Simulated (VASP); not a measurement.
# Pd12CO in VASP: single point with PBE

Aim: the single point of Pd12CO with PBE.

Everything below comes from runs of VASP 6.6.1. Logs are shortened: lines on timing, memory, paths and dates and some standing lists are left out, and cuts for length are marked.

## (1) The cell of the first run

The cell holds a slab with vacuum, 14 atoms: a = 5.575 Å, b = 5.575 Å, c = 22.552 Å, α = 90.00°, β = 90.00°, γ = 120.00°.

## (2) Single point, PBE

INCAR reads:

```
PREC = Accurate
ENCUT = 520
EDIFF = 1E-6
ISMEAR = 0
SIGMA = 0.1
LREAL = False
LASPH = True
NELM = 120
ALGO = Normal
ISIF = 2
LWAVE = False
LCHARG = False
LDIPOL = True
IDIPOL = 3
DIPOL = 0.5 0.5 0.312
GGA = PE
NBANDS = 78
GGA_COMPAT = False
NELMDL = -8
```

KPOINTS reads:

```
Automatic mesh
0
Gamma
  6 6 1
```

POSCAR reads:

```
Pd12CO
1.0
    5.5751887913      0.0000000000      0.0000000000
   -2.7875943957      4.8282551242      0.0000000000
    0.0000000000      0.0000000000     22.5521225866
Pd C O
12 1 1
Direct
    0.3333333333      0.1666666667      0.1773668968
    0.3333333333      0.6666666667      0.1773668968
    0.8333333333      0.1666666667      0.1773668968
    0.8333333333      0.6666666667      0.1773668968
    0.1666666667      0.3333333333      0.2782913790
    0.1666666667      0.8333333333      0.2782913790
    0.6666666667      0.3333333333      0.2782913790
    0.6666666667      0.8333333333      0.2782913790
    0.0000000000      0.0000000000      0.3792158611
    0.0000000000      0.5000000000      0.3792158611
    0.5000000000      0.0000000000      0.3792158611
    0.5000000000      0.5000000000      0.3792158611
    0.0000000000      0.0000000000      0.5082502786
    0.1160330109     -0.1160330109      0.5215629985
```

Potentials or basis: VASP PAW PBE potentials, release 64 (Pd, C, O).

Started as:

```sh
$ cat potpaw_PBE.64/Pd/POTCAR potpaw_PBE.64/C/POTCAR potpaw_PBE.64/O/POTCAR > POTCAR
$ mpirun -np 1 vasp_std > vasp.out
```

OUTCAR:

```text
PREC = Accurate
   ENCUT = 520
   EDIFF = 1E-6
   ISMEAR = 0
   LREAL = False
   LASPH = True
   NELM = 120
   ISIF = 2
   GGA = PE
   NELMDL = -8

 ion  position               nearest neighbor table
   1  0.333  0.167  0.177-   3 2.79   3 2.79   4 2.79   4 2.79   2 2.79   2 2.79   5 2.79   7 2.79
                             6 2.79
   2  0.333  0.667  0.177-   4 2.79   4 2.79   3 2.79   3 2.79   1 2.79   1 2.79   6 2.79   8 2.79
                             5 2.79
   3  0.833  0.167  0.177-   1 2.79   1 2.79   2 2.79   2 2.79   4 2.79   4 2.79   7 2.79   5 2.79
                             8 2.79
   4  0.833  0.667  0.177-   2 2.79   2 2.79   1 2.79   1 2.79   3 2.79   3 2.79   8 2.79   6 2.79
                             7 2.79
   5  0.167  0.333  0.278-  12 2.79   9 2.79  10 2.79   7 2.79   7 2.79   8 2.79   8 2.79   6 2.79
                             6 2.79   1 2.79   3 2.79   2 2.79
   6  0.167  0.833  0.278-  11 2.79  10 2.79   9 2.79   8 2.79   8 2.79   7 2.79   7 2.79   5 2.79
                             5 2.79   2 2.79   4 2.79   1 2.79
   7  0.667  0.333  0.278-  10 2.79  11 2.79  12 2.79   5 2.79   5 2.79   6 2.79   6 2.79   8 2.79
                             8 2.79   3 2.79   1 2.79   4 2.79
   8  0.667  0.833  0.278-   9 2.79  12 2.79  11 2.79   6 2.79   6 2.79   5 2.79   5 2.79   7 2.79
                             7 2.79   4 2.79   2 2.79   3 2.79
   9  0.000  0.000  0.379-   8 2.79   5 2.79   6 2.79  11 2.79  11 2.79  12 2.79  12 2.79  10 2.79
                            10 2.79
  10  0.000  0.500  0.379-   7 2.79   6 2.79   5 2.79  12 2.79  12 2.79  11 2.79  11 2.79   9 2.79
                             9 2.79
  11  0.500  0.000  0.379-   6 2.79   7 2.79   8 2.79   9 2.79   9 2.79  10 2.79  10 2.79  12 2.79
                            12 2.79
  12  0.500  0.500  0.379-   5 2.79   8 2.79   7 2.79  10 2.79  10 2.79   9 2.79   9 2.79  11 2.79
                            11 2.79
  13  0.000  0.000  0.508-  14 1.16
  14  0.116  0.884  0.522-  13 1.16

  LATTYP: Found a hexagonal cell.
 ALAT       =     5.5751887913
 C/A-ratio  =     4.0450867999

  Lattice vectors:

 A1 = (   5.5751887913,   0.0000000000,   0.0000000000)
 A2 = (  -2.7875943957,   4.8282551242,   0.0000000000)
 A3 = (   0.0000000000,   0.0000000000,  22.5521225866)

Analysis of symmetry for initial positions (statically):
=====================================================================
 Subroutine PRICEL returns:
 Original cell was already a primitive cell.

 Routine SETGRP: Setting up the symmetry group for a
 hexagonal supercell.

 Subroutine GETGRP returns: Found  2 space group operations
 (whereof  2 operations were pure point group operations)
 out of a pool of 24 trial point group operations.

The static configuration has the point symmetry C_1h.

Analysis of symmetry for dynamics (positions and initial velocities):
[... 151 lines left out ...]
   IVDW    =     0    specifies the selected vdW correction
   LEPSILON=     F    determine dielectric tensor
   LRPA    =     F    only Hartree local field effects (RPA)
 non-spin polarized calculation
 Gauss-broadening in eV      SIGMA  =   0.10
  energy-cutoff  :      520.00
  volume of cell :      607.07
 maximum number of plane-waves:     16373
 NGX is ok and might be reduce to    42
   NGX = 21   NGY = 21   NGZ = 83

 dipolmoment           0.000000      0.000000      0.174628 electrons x Angstroem

 number of electron     130.0000047 magnetization

 dipolmoment           0.000000      0.000000     -0.011231 electrons x Angstroem

 Free energy of the ion-electron system (eV)
  ---------------------------------------------------
  ext. energy  EPLUGINS =         0.00000000
  ---------------------------------------------------
  free energy    TOTEN  =       -72.96652193 eV

  energy without entropy =      -72.77336488  energy(sigma->0) =      -72.86994341

 E-fermi :  -0.6269     XC(G=0):  -5.1492

 val. band max:       -0.6270169245   @ k =   0.5000   0.0000   0.0000
 cond. band min:      -0.6260852650   @ k =   0.3333   0.1667   0.0000
 fundamental gap:      0.0009316595
 Fermi energy:        -0.6269449177

 k-point     1 :       0.0000    0.0000    0.0000
  band No.  band energies     occupation
      1     -24.3798      2.00000
      2      -9.4434      2.00000
      3      -7.0896      2.00000
      4      -6.9709      2.00000
      5      -6.6581      2.00000
      6      -5.3988      2.00000
[... 1029 lines left out ...]
     76       3.0781      0.00000
     77       4.8249      0.00000
 [bands above 77 left out]

------------------------ aborting loop because EDIFF is reached ----------------------------------------

 vacuum level on the upper side and lower side of the slab       (xc-potential included)        -0.176        -0.080

  FORCE on cell =-STRESS in cart. coord.  units (eV):
  Direction    XX          YY          ZZ          XY          YZ          ZX
  --------------------------------------------------------------------------------------
  -------------------------------------------------------------------------------------
  Total       -9.3791521     -8.6283869     -0.8221717      0.6501817      0.1281544     -0.2219592
  in kB      -24.7535190    -22.7720947     -2.1698809      1.7159638      0.3382259     -0.5857961
  external PRESSURE =     -16.5651648 kB  Pullay stress =       0.0000000 kB

 VOLUME and BASIS-vectors are now :
 -----------------------------------------------------------------------------
  energy-cutoff  :      520.00
  volume of cell :      607.07
      direct lattice vectors                 reciprocal lattice vectors
     5.575188791  0.000000000  0.000000000     0.179366123  0.103557080  0.000000000
    -2.787594396  4.828255124  0.000000000     0.000000000  0.207114159  0.000000000
     0.000000000  0.000000000 22.552122587     0.000000000  0.000000000  0.044341724

 POSITION                                       TOTAL-FORCE (eV/Angst)
 -----------------------------------------------------------------------------------
      1.39380      0.80471      4.00000        -0.000774     -0.001341      0.020836
     -0.00000      3.21884      4.00000        -0.002538      0.001466     -0.010937
      4.18139      0.80471      4.00000         0.000510     -0.000295      0.026131
      2.78759      3.21884      4.00000         0.000775      0.001341      0.020836
      0.00000      1.60942      6.27606         0.007064      0.023632     -0.017326
     -1.39380      4.02355      6.27606         0.013604     -0.007854     -0.012790
      2.78759      1.60942      6.27606        -0.006540      0.003776      0.001165
      1.39380      4.02355      6.27606        -0.016933     -0.017934     -0.017326
      0.00000      0.00000      8.55212        -0.047554      0.027455      0.285717
     -1.39380      2.41413      8.55212        -0.000158     -0.013480     -0.047049
      2.78759      0.00000      8.55212         0.011595      0.006877     -0.047049
      1.39380      2.41413      8.55212         0.003805     -0.002197     -0.038790
      0.00000      0.00000     11.46212         1.185750     -0.684593     -0.003253
     -1.81724      4.26802     11.76235        -1.148606      0.663148     -0.160162
 -----------------------------------------------------------------------------------
    total drift:                               -0.000384      0.000221      0.000932

  FREE ENERGIE OF THE ION-ELECTRON SYSTEM (eV)
  ---------------------------------------------------
  free  energy   TOTEN  =       -72.9665219279 eV

  energy  without entropy=      -72.7733648824  energy(sigma->0) =      -72.86994341

 vacuum level on the upper side and lower side of the slab         4.478         4.588
```

Wall time 65 min (1 thread of Intel Xeon 8259CL, shared host); peak memory 0.94 GiB.

What came out:

```
Free energy            : -72.9665 eV
Largest force          : 1.369 eV/Å
Band gap on the k mesh : zero (bands 65 and 66 overlap by 0.45 eV)
```

Forces in eV/Å, atoms in the order of the input:
```
Pd  -0.001 -0.001  0.021
Pd  -0.003  0.001 -0.011
Pd   0.001  0.000  0.026
Pd   0.001  0.001  0.021
Pd   0.007  0.024 -0.017
Pd   0.014 -0.008 -0.013
Pd  -0.007  0.004  0.001
Pd  -0.017 -0.018 -0.017
Pd  -0.048  0.027  0.286
Pd   0.000 -0.013 -0.047
Pd   0.012  0.007 -0.047
Pd   0.004 -0.002 -0.039
C    1.186 -0.685 -0.003
O   -1.149  0.663 -0.160
```

Levels at points of the mesh, in eV from the Fermi level:
```
           k point  band 62  band 63  band 64  band 65  band 66  band 67  band 68  band 69  band 70  band 71
(0.00, 0.00, 0.00)     0.29     0.29     0.29     0.32     0.33     0.33     0.33     1.76     2.11     2.17
(0.50, 0.00, 0.00)    -0.12    -0.10    -0.07    -0.03    -0.03     0.00     0.15     0.15     2.24     2.28
(0.50, 0.50, 0.00)    -0.11    -0.10    -0.06    -0.03    -0.03    -0.03     0.15     0.15     2.16     2.39
```
